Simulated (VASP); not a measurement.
Bi, 5 atoms in the cell. The typed cell holds 5 atoms: a = 4.511 Å, b = 4.511 Å, c = 10.386 Å, α = 77.72°, β = 77.72°, γ = 59.99°. The cell was built from a structure type or drawn by symmetry, and may not be a known phase.

- Program: VASP 6.6.1
- Task: single point
- Functional: PBE
- Potentials or basis: VASP PAW PBE potentials, release 64 (Bi_d)
- Cutoff: 520 eV
- k mesh: 10 × 10 × 4
- Occupations: gaussian, width 0.1 eV
- Spin: no spin polarisation
- Dipole correction: no
- Further INCAR settings: ALGO = Fast; EDIFF = 1e-06; NBANDS = 46

Potentials or basis: VASP PAW PBE potentials, release 64 (Bi_d).

Launch:

```sh
$ cat potpaw_PBE.64/Bi_d/POTCAR > POTCAR
$ mpirun -np 1 vasp_std > vasp.out
```

Hardware: 1 thread of Oxide Virtual Turin-like Processor, with other jobs on the host.

Q: Estimate the wall time of this run.

A: Wall time 31 min on 1 thread of Oxide Virtual Turin-like Processor, with other jobs on the host, peak memory 1.1 GiB. Counts: scf iterations 13, k points 204.
